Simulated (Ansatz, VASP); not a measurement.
# Sn in VASP and in Ansatz

```
Sn
1.0
     0.00000    3.32500    3.32500
     3.32500    0.00000    3.32500
     3.32500    3.32500    0.00000
Sn
2
Direct
  0.00000 0.00000 0.00000
  0.25000 0.25000 0.25000
```

Alike in both runs: task relaxation of cell and atoms; functional PBE; k mesh 10 × 10 × 10; occupations gaussian, width 0.05 eV; no spin polarisation.

|  | VASP | Ansatz |
| --- | --- | --- |
| version | VASP 6.6.1 | Ansatz 0.2.0 |
| potentials or method | VASP PAW PBE potentials, release 64 (Sn_d) | scalar-relativistic, plane waves, PAW |
| plane-wave cutoff (eV) | 600 | 420 |
| valence electrons in the cell | 28 | 28 |

```tsv
	VASP	Ansatz	Ansatz less VASP
gap on the k mesh at the Fermi level, each at its own relaxed structure (eV)	none	none	-
relaxed volume (Å³/atom)	36.84	36.86	+0.018
relaxed length of the cell vector where the two differ most in proportion (Å)	4.706	4.707	+0.0008
```

A gap of «none» marks a metal or a gap that the smearing closes.
